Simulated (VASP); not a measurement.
Write the native input for VASP 6.6.1 that does the following.

```
Task                   : single point
Functional             : PBE
Dispersion             : D3(BJ)
Potentials or basis    : VASP PAW PBE potentials, release 64 (Al, Cu)
Cutoff                 : 520 eV
k mesh                 : 9 × 9 × 1
Occupations            : methfessel-paxton, width 0.1 eV
Spin                   : no spin polarisation
Dipole correction      : yes
Further INCAR settings : ALGO = Normal; EDIFF = 1e-06; NBANDS = 50; NELMDL = -8
```

The structure of Al19Cu lies in POSCAR:

```
Al19Cu
1.0
    5.7145624455      0.0000000290      0.0000000000
   -2.8572812479      4.9489562348      0.0000000000
    0.0000000000      0.0000000000     21.3318491085
Al Cu
19 1
Direct
    0.0000000000      0.0000000000      0.2806247265
    0.0015832901      0.5007916450      0.2803923467
    0.4992083550      0.9984167099      0.2803923467
    0.4992083550      0.5007916450      0.2803923467
    0.3334220224      0.1667110112      0.3916693794
    0.3333333333      0.6666666667      0.3910822139
    0.8332889888      0.1667110112      0.3916693794
    0.8332889888      0.6665779776      0.3916693794
    0.6666666667      0.3333333333      0.5010223992
    0.6651339273      0.8325669637      0.5009437414
    0.1674330363      0.3348660727      0.5009437414
    0.1674330363      0.8325669637      0.5009437414
   -0.0014942826      0.4992528587      0.6108979150
    0.0000000000      0.0000000000      0.6085168716
    0.5007471413      0.4992528587      0.6108979150
    0.5007471413      0.0014942826      0.6108979150
    0.3313204292      0.1656602146      0.7201887497
    0.8343397854      0.6686795708      0.7201887497
    0.8343397854      0.1656602146      0.7201887497
    0.3333333333      0.6666666667      0.7064585435
```

The input as run:

INCAR

```
SYSTEM = Al19Cu
  ALGO = Normal
  DIPOL = 0.5 0.5 0.500
  EDIFF = 1E-6
  ENCUT = 520
  GGA = PE
  GGA_COMPAT = .FALSE.
  IDIPOL = 3
  ISIF = 2
  ISMEAR = 1
  IVDW = 12
  LASPH = .TRUE.
  LCHARG = .FALSE.
  LDIPOL = .TRUE.
  LREAL = .FALSE.
  LWAVE = .FALSE.
  NBANDS = 50
  NELM = 120
  NELMDL = -8
  PREC = Accurate
  SIGMA = 0.1
```

KPOINTS

```
k-points
0
G
  9 9 1
  0 0 0
```

Potentials or basis: VASP PAW PBE potentials, release 64 (Al, Cu).

Command:

```bash
$ cat potpaw_PBE.64/Al/POTCAR potpaw_PBE.64/Cu/POTCAR > POTCAR
$ mpirun -np 1 vasp_std > vasp.out
```

Results of the run:

```
Largest force              : 0.090 eV/Å
Band gap on the k mesh     : zero (bands 34 and 35 overlap by 1.70 eV)
Dispersion energy per atom : -0.273 eV
```

It took 37 min on 1 thread of Intel Xeon 8259CL (shared host), peak memory 0.85 GiB.
